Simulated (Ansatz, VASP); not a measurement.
Bi in VASP and in Ansatz

INCAR

```
SYSTEM = Bi
PREC = Accurate ; ENCUT = 520
EDIFF = 1E-7 ; ISMEAR = -1
SIGMA = 0.03 ; LREAL = .FALSE.
LASPH = .TRUE. ; NELM = 100
ALGO = Normal ; ISIF = 2
LWAVE = .FALSE. ; LCHARG = .TRUE.
GGA = PE ; LELF = .TRUE.
LVHAR = .TRUE. ; NBANDS = 22
```

KPOINTS

```
Automatic mesh
0
G
  9 9 3
  0 0 0
```

POSCAR

```
Bi
1.0
    4.4463416410      0.0000000000      0.0000000000
   -2.2231708206      3.8506448151      0.0000000000
    0.0000000000      0.0000000000     11.5875240800
Bi
2
Direct
    0.3333333333      0.6666666667      0.2500000000
    0.6666666667      0.3333333333      0.7500000000
```

Input for Ansatz:

```yaml
crystal:
  lattice:
    - [4.446341641, 0.0, 0.0]
    - [-2.2231708206, 3.8506448151, 0.0]
    - [0.0, 0.0, 11.58752408]
  atoms:
    - { symbol: Bi, position: [0.3333333333, 0.6666666667, 0.25] }
    - { symbol: Bi, position: [0.6666666667, 0.3333333333, 0.75] }
kpoints:
  mp_grid: { grid: [9, 9, 3] }
  band_path:
    path:
      - [0.0, 0.0, 0.0]
      - [0.5, 0.0, 0.0]
      - [0.3333333333, 0.3333333333, 0.0]
      - [0.0, 0.0, 0.0]
      - [0.0, 0.0, 0.5]
      - [0.5, 0.0, 0.5]
      - [0.3333333333, 0.3333333333, 0.5]
      - [0.0, 0.0, 0.5]
      - [0.5, 0.0, 0.5]
    npoints: 5
scf:
  occupations: { method: fermi_dirac, width: 0.03 }
hamiltonian:
  xc: pbe
  pseudopotentials: { kind: all_electron, lapw: { basis_error: 0.0005 } }
output:
  forces: true
  stress: true
  eigenvalues: true
```

Change from the starting cell: volume scaled by 0.94.

Alike in both runs: task single point; functional PBE; k mesh 9 × 9 × 3; occupations fermi-dirac, width 0.03 eV; no spin polarisation.

```csv
,VASP,Ansatz
version,VASP 6.6.1,Ansatz 0.2.0
potentials or method,"VASP PAW PBE potentials, release 64 (Bi_d), cutoff 520 eV","all-electron LAPW, scalar-relativistic"
```

|  | VASP | Ansatz | Ansatz less VASP |
| --- | --- | --- | --- |
| pressure (GPa) | -3.6 | -3.6 | +0.03 |
| traceless stress, the component that is largest in VASP (GPa) | 3.21 | 3.21 | +0.002 |

Ansatz ran all-electron here, and VASP with PAW potentials.

Spin-orbit coupling is off throughout.
